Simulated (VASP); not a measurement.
# KI (F-43m) in VASP: notebook

Runs on KI. Level: PBE. Tasks: single point.

Everything below comes from runs of VASP 6.6.1. Logs are shortened: lines on timing, memory, paths and dates and some standing lists are left out, and cuts for length are marked.

## (1) The cell of the first run

The structure is cubic, space group F-43m (No. 216). Conventional cell: a = 7.932 Å, b = 7.932 Å, c = 7.932 Å, α = 90.00°, β = 90.00°, γ = 90.00°. Within 4.5 Å of K (site symmetry -43m) lie 4 I at 3.43 Å. Within 4.5 Å of I (site symmetry -43m) lie 4 K at 3.43 Å.

## (2) Single point, PBE

INCAR

```
SYSTEM = KI
PREC = Accurate
ENCUT = 520
EDIFF = 1E-6
ISMEAR = 0
SIGMA = 0.01
LREAL = .False.
LASPH = .True.
NELM = 100
ALGO = Normal
ISIF = 2
LWAVE = .False.
LCHARG = .True.
GGA = PE
LELF = .True.
LVHAR = .True.
NBANDS = 15
```

KPOINTS

```
Automatic mesh
0
Gamma
  4 4 4
  0 0 0
```

POSCAR

```
KI
1.0
    0.0000000000      3.9658940644      3.9658940644
    3.9658940644      0.0000000000      3.9658940644
    3.9658940644      3.9658940644      0.0000000000
K I
1 1
Direct
    0.0000000000      0.0000000000      0.0000000000
    0.2500000000      0.2500000000      0.2500000000
```

Potentials or basis: VASP PAW PBE potentials, release 64 (K_sv, I).

Command:

```
cat potpaw_PBE.64/K_sv/POTCAR potpaw_PBE.64/I/POTCAR > POTCAR
mpirun -np 1 vasp_std > vasp.out
```

OUTCAR:

```text
SYSTEM = KI
   PREC = Accurate
   ENCUT = 520
   EDIFF = 1E-6
   ISMEAR = 0
   LREAL = .False.
   LASPH = .True.
   NELM = 100
   ISIF = 2
   GGA = PE

 ion  position               nearest neighbor table
   1  0.000  0.000  0.000-   2 3.43   2 3.43   2 3.43   2 3.43
   2  0.250  0.250  0.250-   1 3.43   1 3.43   1 3.43   1 3.43

  LATTYP: Found a face centered cubic cell.
 ALAT       =     7.9317881288

  Lattice vectors:

 A1 = (   0.0000000000,   3.9658940644,   3.9658940644)
 A2 = (   3.9658940644,   0.0000000000,   3.9658940644)
 A3 = (   3.9658940644,   3.9658940644,   0.0000000000)

Analysis of symmetry for initial positions (statically):
=====================================================================
 Subroutine PRICEL returns:
 Original cell was already a primitive cell.

 Routine SETGRP: Setting up the symmetry group for a
 face centered cubic supercell.

 Subroutine GETGRP returns: Found 24 space group operations
 (whereof 24 operations were pure point group operations)
 out of a pool of 48 trial point group operations.

The static configuration has the point symmetry T_d .

Analysis of symmetry for dynamics (positions and initial velocities):
=====================================================================
 Subroutine PRICEL returns:
 Original cell was already a primitive cell.

 Routine SETGRP: Setting up the symmetry group for a
 face centered cubic supercell.

 Subroutine GETGRP returns: Found 24 space group operations
 (whereof 24 operations were pure point group operations)
 out of a pool of 48 trial point group operations.

The dynamic configuration has the point symmetry T_d .

 Subroutine INISYM returns: Found 24 space group operations
 (whereof 24 operations are pure point group operations),
 and found     1 'primitive' translations

----------------------------------------------------------------------------------------

                                     Primitive cell

  volume of cell :     124.7537

  direct lattice vectors                    reciprocal lattice vectors
     0.000000000  3.965894064  3.965894064    -0.126074976  0.126074976  0.126074976
     3.965894064  0.000000000  3.965894064     0.126074976 -0.126074976  0.126074976
     3.965894064  3.965894064  0.000000000     0.126074976  0.126074976 -0.126074976

  length of vectors
     5.608621173  5.608621173  5.608621173     0.218368264  0.218368264  0.218368264

  position of ions in fractional coordinates (direct lattice)
[... 71 lines left out ...]
   TEBEG  =    0.0;   TEEND  =   0.0 temperature during run
   PSTRESS=    0.0 pullay stress
   NELECT =      16.0000    total number of electrons
   NUPDOWN=      -1.0000    fix difference up-down
   EMIN   =  10.00;   EMAX   =-10.00  energy-range for DOS
   EFERMI =   0.00;   METHOD = LEGACY
   ISMEAR =     0;   SIGMA  =   0.01  broadening in eV -4-tet -1-fermi 0-gaus
   EFERMI_NEDOS =   21; number of points for ismear=-14 and -15
   IALGO  =     38    algorithm
   IMIX   =      4    mixing-type and parameters
     AMIX     =   0.40;   BMIX     =  1.00
     AMIX_MAG =   1.60;   BMIX_MAG =  1.00
  volume/ion in A,a.u.               =      62.38       420.94
  Fermi-wavevector in a.u.,A,eV,Ry     =   0.825589  1.560136  9.273685  0.681597
  Thomas-Fermi vector in A             =   1.937473
   LORBIT       =      0    0 simple, 1 ext, 2 COOP (PROOUT), +10 PAW based schemes
   GGA     = PE    functional components
   LHFCALC =     F    Hartree Fock is set to
   AEXX    =    0.0000 exact exchange contribution
   IVDW    =     0    specifies the selected vdW correction
   LEPSILON=     F    determine dielectric tensor
   LRPA    =     F    only Hartree local field effects (RPA)
 non-spin polarized calculation
 Gauss-broadening in eV      SIGMA  =   0.01
  energy-cutoff  :      520.00
  volume of cell :      124.75
 maximum number of plane-waves:      3383
 NGX is ok and might be reduce to    42
   NGX = 21   NGY = 21   NGZ = 21

 number of electron      16.0000003 magnetization

 Free energy of the ion-electron system (eV)
  ---------------------------------------------------
  ext. energy  EPLUGINS =         0.00000000
  ---------------------------------------------------
  free energy    TOTEN  =        -5.38596443 eV

  energy without entropy =       -5.38596443  energy(sigma->0) =       -5.38596443

 E-fermi :  -2.1337     XC(G=0):  -5.7318

 val. band max:       -2.1849157073   @ k =   0.0000   0.0000   0.0000
 cond. band min:       1.7465361411   @ k =   0.0000   0.0000   0.0000
 fundamental gap:      3.9314518484
 Fermi energy:        -2.1336877836

 k-point     1 :       0.0000    0.0000    0.0000
  band No.  band energies     occupation
      1     -30.6483      2.00000
      2     -14.1429      2.00000
      3     -14.1429      2.00000
      4     -14.1429      2.00000
      5     -12.1991      2.00000
      6      -2.1849      2.00000
      7      -2.1849      2.00000
      8      -2.1849      2.00000
      9       1.7465      0.00000
     10       5.3589      0.00000
     11       5.3589      0.00000
     12       5.9779      0.00000
     13       5.9779      0.00000
     14       5.9779      0.00000
[... 113 lines left out ...]
      2     -14.2089      2.00000
      3     -14.1526      2.00000
      4     -14.1501      2.00000
      5     -12.0700      2.00000
      6      -2.4971      2.00000
      7      -2.4285      2.00000
      8      -2.2524      2.00000
      9       3.4177      0.00000
     10       4.2895      0.00000
     11       5.2347      0.00000
     12       5.4099      0.00000
     13       6.2330      0.00000
     14       6.6042      0.00000
     15       6.9906      0.00000

------------------------ aborting loop because EDIFF is reached ----------------------------------------

  FORCE on cell =-STRESS in cart. coord.  units (eV):
  Direction    XX          YY          ZZ          XY          YZ          ZX
  --------------------------------------------------------------------------------------
  -------------------------------------------------------------------------------------
  Total        0.1484297      0.1484297      0.1484297      0.0000000      0.0000000      0.0000000
  in kB        1.9062422      1.9062422      1.9062422      0.0000000      0.0000000      0.0000000
  external PRESSURE =       1.9062422 kB  Pullay stress =       0.0000000 kB

 VOLUME and BASIS-vectors are now :
 -----------------------------------------------------------------------------
  energy-cutoff  :      520.00
  volume of cell :      124.75
      direct lattice vectors                 reciprocal lattice vectors
     0.000000000  3.965894064  3.965894064    -0.126074976  0.126074976  0.126074976
     3.965894064  0.000000000  3.965894064     0.126074976 -0.126074976  0.126074976
     3.965894064  3.965894064  0.000000000     0.126074976  0.126074976 -0.126074976

 POSITION                                       TOTAL-FORCE (eV/Angst)
 -----------------------------------------------------------------------------------
      0.00000      0.00000      0.00000         0.000000     -0.000000     -0.000000
      1.98295      1.98295      1.98295        -0.000000      0.000000      0.000000
 -----------------------------------------------------------------------------------
    total drift:                               -0.000000     -0.000000     -0.000000

  FREE ENERGIE OF THE ION-ELECTRON SYSTEM (eV)
  ---------------------------------------------------
  free  energy   TOTEN  =        -5.3859644307 eV

  energy  without entropy=       -5.3859644307  energy(sigma->0) =       -5.38596443
```

OSZICAR:

```text
N       E                     dE             d eps       ncg     rms          rms(c)
DAV:   1     0.971573158141E+02    0.97157E+02   -0.62825E+03   240   0.883E+02
DAV:   2     0.148576332639E+01   -0.95672E+02   -0.87571E+02   324   0.206E+02
DAV:   3    -0.519630928333E+01   -0.66821E+01   -0.66425E+01   338   0.483E+01
DAV:   4    -0.556645505752E+01   -0.37015E+00   -0.37006E+00   408   0.106E+01
DAV:   5    -0.556827484098E+01   -0.18198E-02   -0.18198E-02   345   0.884E-01    0.295E+00
DAV:   6    -0.538961690626E+01    0.17866E+00   -0.20217E-01   289   0.213E+00    0.216E+00
DAV:   7    -0.536644268330E+01    0.23174E-01   -0.21474E-01   324   0.191E+00    0.929E-01
DAV:   8    -0.538239029297E+01   -0.15948E-01   -0.22472E-02   302   0.828E-01    0.144E-01
DAV:   9    -0.538484820167E+01   -0.24579E-02   -0.33129E-03   275   0.256E-01    0.111E-01
DAV:  10    -0.538582216636E+01   -0.97396E-03   -0.57510E-04   256   0.138E-01    0.236E-02
DAV:  11    -0.538594011307E+01   -0.11795E-03   -0.14390E-04   268   0.638E-02    0.216E-02
DAV:  12    -0.538596382945E+01   -0.23716E-04   -0.25462E-05   268   0.345E-02    0.877E-03
DAV:  13    -0.538596443069E+01   -0.60124E-06   -0.40784E-07   267   0.497E-03
   1 F= -.53859644E+01 E0= -.53859644E+01  d E =-.126126E-14
```

stdout:

```text
POSCAR found type information on POSCAR K I
 POSCAR found :  2 types and       2 ions
 scaLAPACK will be used
 LDA part: xc-table for (Slater+PW92), standard interpolation
 POSCAR, INCAR and KPOINTS ok, starting setup
 FFT: planning ... GRIDC
 FFT: planning ... GRID_SOFT
 FFT: planning ... GRID
 WAVECAR not read
 entering main loop
```

It took 14 s on 1 thread of Intel Xeon Platinum 8488C (Sapphire Rapids), shared host; peak memory 0.25 GiB.

Results:

* Free energy: -5.3860 eV
* Pressure: 0.2 GPa
* Band gap on the k mesh: 3.93 eV, direct

Levels at points of the mesh, in eV from the valence-band top:
| k point | band 4 | band 5 | band 6 | band 7 | band 8 | band 9 | band 10 | band 11 | band 12 | band 13 |
| --- | --- | --- | --- | --- | --- | --- | --- | --- | --- | --- |
| (0.00, 0.00, 0.00) | -11.96 | -10.01 | 0.00 | 0.00 | 0.00 | 3.93 | 7.54 | 7.54 | 8.16 | 8.16 |
| (0.50, 0.00, 0.00) | -11.96 | -9.92 | -0.46 | -0.01 | -0.01 | 5.67 | 6.50 | 7.12 | 7.12 | 8.46 |
| (0.50, 0.50, 0.00) | -11.97 | -9.89 | -0.48 | -0.06 | -0.06 | 5.29 | 6.25 | 7.91 | 8.36 | 8.36 |

Caveat: spin-orbit coupling is left out, which moves the levels of the heavy elements. PBE gaps usually lie below the measured ones, often by a third to a half.

## (3) Single point, PBE

INCAR

```
ALGO     = Normal         # electronic algorithm
EDIFF    = 1E-6           # SCF threshold, eV
ENCUT    = 520            # plane-wave cutoff, eV
GGA      = PE             # functional
ISIF     = 2              # what is computed and relaxed
ISMEAR   = 0              # smearing method
LASPH    = True           # aspherical terms in the spheres
LCHARG   = False          # write CHGCAR
LREAL    = False          # projectors in reciprocal space
LWAVE    = False          # write WAVECAR
NBANDS   = 15             # bands
NELM     = 100            # most SCF steps
PREC     = Accurate       # precision mode
SIGMA    = 0.01           # smearing width, eV
```

KPOINTS

```
k-points
0
Gamma
  4 4 4
```

POSCAR is that of step 2.

Potentials or basis: VASP PAW PBE potentials, release 64 (K_sv, I).

Command:

```
cat potpaw_PBE.64/K_sv/POTCAR potpaw_PBE.64/I/POTCAR > POTCAR
mpirun -np 1 vasp_std > vasp.out
```

It took 13 s on 1 thread of Intel Xeon Platinum 8488C (Sapphire Rapids), shared host; peak memory 0.25 GiB.

Results (log left out):

```yaml
Free_energy: -5.3860 eV
Pressure: 0.2 GPa
Band_gap_on_the_k_mesh: 3.93 eV, direct
```

Levels at points of the mesh, in eV from the valence-band top:
```tsv
k point	band 5	band 6	band 7	band 8	band 9	band 10	band 11	band 12
(0.00, 0.00, 0.00)	-10.01	0.00	0.00	0.00	3.93	7.54	7.54	8.16
(0.50, 0.00, 0.00)	-9.92	-0.46	-0.01	-0.01	5.67	6.50	7.12	7.12
(0.50, 0.50, 0.00)	-9.89	-0.48	-0.06	-0.06	5.29	6.25	7.91	8.36
```

Caveat: spin-orbit coupling is left out, which moves the levels of the heavy elements.
